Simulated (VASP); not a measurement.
# Na (Im-3m) in VASP: further runs, part 2 of 2

VASP 6.6.1. Earlier steps stand in the parts before.

### 5 Single point, PBE

Input file INCAR:

```
PREC = Accurate ; ENCUT = 520
EDIFF = 1E-6 ; ISMEAR = 0
SIGMA = 0.005 ; LREAL = F
LASPH = T ; NELM = 100
ALGO = Fast ; ISIF = 2
LWAVE = F ; LCHARG = T
GGA = PE ; LELF = T
LVHAR = T ; NBANDS = 10
```

Input file KPOINTS:

```
Automatic mesh
0
Gamma
  7 7 7
```

Input file POSCAR:

```
Na
1.0
   -2.1410000000      2.1410000000      2.1410000000
    2.1410000000     -2.1410000000      2.1410000000
    2.1410000000      2.1410000000     -2.1410000000
Na
1
Direct
    0.0000000000      0.0000000000      0.0000000000
```

Potentials or basis: VASP PAW PBE potentials, release 64 (Na_pv).

Launch:

```console
$ cat potpaw_PBE.64/Na_pv/POTCAR > POTCAR
$ mpirun -np 1 vasp_std > vasp.out
```

OUTCAR:

```text
PREC = Accurate
   ENCUT = 520
   EDIFF = 1E-6
   ISMEAR = 0
   LREAL = F
   LASPH = T
   NELM = 100
   ISIF = 2
   GGA = PE

 ion  position               nearest neighbor table
   1  0.000  0.000  0.000-

  LATTYP: Found a body centered cubic cell.
 ALAT       =     4.2820000000

  Lattice vectors:

 A1 = (  -2.1410000000,   2.1410000000,   2.1410000000)
 A2 = (   2.1410000000,  -2.1410000000,   2.1410000000)
 A3 = (   2.1410000000,   2.1410000000,  -2.1410000000)

Analysis of symmetry for initial positions (statically):
=====================================================================
 Subroutine PRICEL returns:
 Original cell was already a primitive cell.

 Routine SETGRP: Setting up the symmetry group for a
 body centered cubic supercell.

 Subroutine GETGRP returns: Found 48 space group operations
 (whereof 48 operations were pure point group operations)
 out of a pool of 48 trial point group operations.

The static configuration has the point symmetry O_h .

Analysis of symmetry for dynamics (positions and initial velocities):
=====================================================================
 Subroutine PRICEL returns:
 Original cell was already a primitive cell.

 Routine SETGRP: Setting up the symmetry group for a
 body centered cubic supercell.

 Subroutine GETGRP returns: Found 48 space group operations
 (whereof 48 operations were pure point group operations)
 out of a pool of 48 trial point group operations.

The dynamic configuration has the point symmetry O_h .

 Subroutine INISYM returns: Found 48 space group operations
 (whereof 48 operations are pure point group operations),
 and found     1 'primitive' translations

----------------------------------------------------------------------------------------

                                     Primitive cell

  volume of cell :      39.2564

  direct lattice vectors                    reciprocal lattice vectors
    -2.141000000  2.141000000  2.141000000     0.000000000  0.233535731  0.233535731
     2.141000000 -2.141000000  2.141000000     0.233535731  0.000000000  0.233535731
     2.141000000  2.141000000 -2.141000000     0.233535731  0.233535731  0.000000000

  length of vectors
     3.708320779  3.708320779  3.708320779     0.330269398  0.330269398  0.330269398

  position of ions in fractional coordinates (direct lattice)
     0.000000000  0.000000000  0.000000000

  ion indices of the primitive-cell ions
   primitive index   ion index
                 1           1

----------------------------------------------------------------------------------------

 KPOINTS: Automatic mesh

Automatic generation of k-mesh.
 Grid dimensions read from file:
 generate k-points for:    7    7    7

 Generating k-lattice:

  Cartesian coordinates                     Fractional coordinates (reciprocal lattice)
     0.000000000  0.033362247  0.033362247     0.142857143  0.000000000  0.000000000
     0.033362247  0.000000000  0.033362247     0.000000000  0.142857143  0.000000000
     0.033362247  0.033362247  0.000000000     0.000000000  0.000000000  0.142857143

  Length of vectors
     0.047181343  0.047181343  0.047181343

  Shift w.r.t. Gamma in fractional coordinates (k-lattice)
     0.000000000  0.000000000  0.000000000

 Subroutine IBZKPT returns following result:
 ===========================================

 Found     20 irreducible k-points:

 Following reciprocal coordinates:
            Coordinates               Weight
  0.000000  0.000000  0.000000      1.000000
  0.142857  0.000000  0.000000     12.000000
  0.285714  0.000000  0.000000     12.000000
  0.428571  0.000000  0.000000     12.000000
  0.142857  0.142857  0.000000     24.000000
  0.285714  0.142857 -0.000000     48.000000
[... 12 lines left out ...]
 -0.428571 -0.428571  0.285714      8.000000
 -0.428571  0.428571  0.428571      6.000000
   k-points           NKPTS =     20   k-points in BZ     NKDIM =     20   number of bands    NBANDS=     10
   number of dos      NEDOS =    301   number of ions     NIONS =      1
   total plane-waves  NPLWV =  21952
   dimension x,y,z NGX =    28 NGY =   28 NGZ =   28
   dimension x,y,z NGXF=    56 NGYF=   56 NGZF=   56
   ions per type =               1
   NGX,Y,Z   is equivalent  to a cutoff of  12.55, 12.55, 12.55 a.u.
   NGXF,Y,Z  is equivalent  to a cutoff of  25.11, 25.11, 25.11 a.u.
 SYSTEM =  unknown system
   PREC   = accura    normal or accurate (medium, high low for compatibility)
   ISTART =      0    job   : 0-new  1-cont  2-samecut
   ICHARG =      2    charge: 1-file 2-atom 10-const
   ISPIN  =      1    spin polarized calculation?
   LNONCOLLINEAR =      F non collinear calculations
   LSORBIT =      F    spin-orbit coupling
   LASPH  =      T    aspherical Exc in radial PAW
   ENCUT  =  520.0 eV  38.22 Ry    6.18 a.u.   6.90  6.90  6.90*2*pi/ulx,y,z
   NELM   =    100;   NELMIN=  2; NELMDL= -5     # of ELM steps
   EDIFF  = 0.1E-05   stopping-criterion for ELM
   LREAL  =      F    real-space projection
   EDIFFG = 0.1E-04   stopping-criterion for IOM
   NSW    =      0    number of steps for IOM
   IBRION =     -1    ionic relax: 0-MD 1-quasi-New 2-CG
   NFREE  =      0    steps in history (QN), initial steepest desc. (CG)
   ISIF   =      2    stress and relaxation
   ISYM   =      2    0-nonsym 1-usesym 2-fastsym
   POTIM  = 0.5000    time-step for ionic-motion
   TEBEG  =    0.0;   TEEND  =   0.0 temperature during run
   PSTRESS=    0.0 pullay stress
   NELECT =       7.0000    total number of electrons
   NUPDOWN=      -1.0000    fix difference up-down
   EMIN   =  10.00;   EMAX   =-10.00  energy-range for DOS
   EFERMI =   0.00;   METHOD = LEGACY
   ISMEAR =     0;   SIGMA  =   0.01  broadening in eV -4-tet -1-fermi 0-gaus
   EFERMI_NEDOS =   21; number of points for ismear=-14 and -15
   IALGO  =     68    algorithm
   IMIX   =      4    mixing-type and parameters
     AMIX     =   0.40;   BMIX     =  1.00
     AMIX_MAG =   1.60;   BMIX_MAG =  1.00
  volume/ion in A,a.u.               =      39.26       264.91
  Fermi-wavevector in a.u.,A,eV,Ry     =   0.921448  1.741284 11.552251  0.849066
  Thomas-Fermi vector in A             =   2.046866
   LORBIT       =      0    0 simple, 1 ext, 2 COOP (PROOUT), +10 PAW based schemes
   GGA     = PE    functional components
   LHFCALC =     F    Hartree Fock is set to
   AEXX    =    0.0000 exact exchange contribution
   IVDW    =     0    specifies the selected vdW correction
   LEPSILON=     F    determine dielectric tensor
   LRPA    =     F    only Hartree local field effects (RPA)
 non-spin polarized calculation
 RMM-DIIS sequential band-by-band and
 Gauss-broadening in eV      SIGMA  =   0.01
  energy-cutoff  :      520.00
  volume of cell :       39.26
 maximum number of plane-waves:      1069
   NGX = 13   NGY = 13   NGZ = 13

 number of electron       7.0000011 magnetization

 Free energy of the ion-electron system (eV)
  ---------------------------------------------------
  ext. energy  EPLUGINS =         0.00000000
  ---------------------------------------------------
  free energy    TOTEN  =        -1.30747602 eV

  energy without entropy =       -1.30730982  energy(sigma->0) =       -1.30739292

 E-fermi :   0.0409     XC(G=0):  -6.3551

 val. band max:        0.0379354527   @ k =  -0.2857   0.4286   0.1429
 cond. band min:       0.3609028296   @ k =  -0.4286   0.4286   0.1429
 fundamental gap:      0.3229673768
 Fermi energy:         0.0408728647

 k-point     1 :       0.0000    0.0000    0.0000
  band No.  band energies     occupation
      1     -24.7771      2.00000
      2     -24.7771      2.00000
      3     -24.7771      2.00000
      4      -2.9900      2.00000
      5      11.5352      0.00000
      6      11.5352      0.00000
      7      11.5352      0.00000
      8      12.5037      0.00000
      9      12.5045      0.00000
     10      13.0525      0.00000
[... 235 lines left out ...]
 k-point    20 :      -0.4286    0.4286    0.4286
  band No.  band energies     occupation
      1     -24.7980      2.00000
      2     -24.7971      2.00000
      3     -24.7971      2.00000
      4       2.8893      0.00000
      5       4.7632      0.00000
      6       5.0211      0.00000
      7       5.0211      0.00000
      8       6.1351      0.00000
      9       8.2975      0.00000
     10      17.4229      0.00000

------------------------ aborting loop because EDIFF is reached ----------------------------------------

  FORCE on cell =-STRESS in cart. coord.  units (eV):
  Direction    XX          YY          ZZ          XY          YZ          ZX
  --------------------------------------------------------------------------------------
  -------------------------------------------------------------------------------------
  Total       -0.1291836     -0.1291836     -0.1291836      0.0000000      0.0000000     -0.0000000
  in kB       -5.2723968     -5.2723968     -5.2723968      0.0000000      0.0000000     -0.0000000
  external PRESSURE =      -5.2723968 kB  Pullay stress =       0.0000000 kB

 VOLUME and BASIS-vectors are now :
 -----------------------------------------------------------------------------
  energy-cutoff  :      520.00
  volume of cell :       39.26
      direct lattice vectors                 reciprocal lattice vectors
    -2.141000000  2.141000000  2.141000000     0.000000000  0.233535731  0.233535731
     2.141000000 -2.141000000  2.141000000     0.233535731  0.000000000  0.233535731
     2.141000000  2.141000000 -2.141000000     0.233535731  0.233535731  0.000000000

 POSITION                                       TOTAL-FORCE (eV/Angst)
 -----------------------------------------------------------------------------------
      0.00000      0.00000      0.00000         0.000000     -0.000000      0.000000
 -----------------------------------------------------------------------------------
    total drift:                                0.000000     -0.000000      0.000000

  FREE ENERGIE OF THE ION-ELECTRON SYSTEM (eV)
  ---------------------------------------------------
  free  energy   TOTEN  =        -1.3074760175 eV

  energy  without entropy=       -1.3073098169  energy(sigma->0) =       -1.30739292
```

stdout:

```text
POSCAR found type information on POSCAR Na
 POSCAR found :  1 types and       1 ions
 scaLAPACK will be used
 LDA part: xc-table for (Slater+PW92), standard interpolation
 POSCAR, INCAR and KPOINTS ok, starting setup
 FFT: planning ... GRIDC
 FFT: planning ... GRID_SOFT
 FFT: planning ... GRID
 WAVECAR not read
 entering main loop
```

It took 5.9 s on 1 thread of AMD EPYC 7R13 (Zen 3), shared host; peak memory 0.11 GiB.

Results:

- Free energy: -1.3075 eV
- Pressure: -0.5 GPa
- Band gap on the k mesh: zero (an odd number of electrons rules out a gap without spin polarisation)

### 6 Summary

| smearing | gap on the mesh (eV) | pressure (GPa) |
| --- | --- | --- |
| gaussian 0.05 eV | none | -0.5 |
| gaussian 0.025 eV | none | -0.5 |
| gaussian 0.01 eV | none | -0.4 |
| gaussian 0.005 eV | none | -0.5 |

Alike in all rows: task single point; level PBE; potentials or basis VASP PAW PBE potentials, release 64 (Na_pv); no spin polarisation; cell as given; k mesh 7 × 7 × 7; cutoff (eV) 520.

Absolute energies hang on the potentials; compare differences alone.

The gap in the log of VASP goes by the Fermi energy; the results here count the filled bands.